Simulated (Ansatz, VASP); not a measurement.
**C in VASP and in Ansatz**

```xyz
2
Lattice="0.0000 1.7834 1.7834 1.7834 0.0000 1.7834 1.7834 1.7834 0.0000" Properties=species:S:1:pos:R:3 pbc="T T T"
C     0.0000    0.0000    0.0000
C     0.8917    0.8917    0.8917
```

Alike in both runs: task relaxation of cell and atoms; functional PBE; k mesh 8 × 8 × 8; no spin polarisation.

|  | VASP | Ansatz |
| --- | --- | --- |
| version | VASP 6.6.1 | Ansatz 0.2.0 |
| potentials or method | VASP PAW PBE potentials, release 64 (C) | plane waves, PAW |
| plane-wave cutoff (eV) | 600 | 420 |
| occupations | gaussian, width 0.01 eV | fixed |
| valence electrons in the cell | 8 | 8 |

|  | VASP | Ansatz | Ansatz less VASP |
| --- | --- | --- | --- |
| relaxed volume (Å³/atom) | 5.70 | 5.70 | 0.000 |
| relaxed cell length with the largest relative difference (Å) | 2.526 | 2.526 | 0.0000 |
